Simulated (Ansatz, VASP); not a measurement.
## One calculation of SnP2, two programs

```
Sn P
1.0
     6.05223    0.00000    0.00000
     0.00000    6.05223    0.00000
     0.00000    0.00000    4.03034
Sn P
2 4
Direct
  0.00000 0.00000 0.00000
  0.50000 0.50000 0.50000
  0.30639 0.30639 0.00000
  0.19361 0.80639 0.50000
  0.69361 0.69361 0.00000
  0.80639 0.19361 0.50000
```

Alike in both runs: functional r2SCAN; k mesh 6 × 6 × 10; occupations gaussian, width 0.1 eV; no spin polarisation.

Ansatz relaxed the structure, and its values are those at the end. VASP's run is a single point on that final structure, the one shown.

```csv
,VASP,Ansatz
version,VASP 6.6.1,Ansatz 0.2.0
potentials or method,"VASP PAW PBE potentials, release 64 (Sn_d, P), cutoff 520 eV","scalar-relativistic, plane waves, PAW"
valence electrons in the cell,48,48
```

|  | VASP | Ansatz | Ansatz less VASP |
| --- | --- | --- | --- |
| gap on the k mesh at the Fermi level (eV) | none | none | - |
| pressure (GPa) | -0.1 | 0.0 | +0.09 |

VASP's potentials were made for PBE, not for r2SCAN. A gap of «none» marks a metal or a gap that the smearing closes.
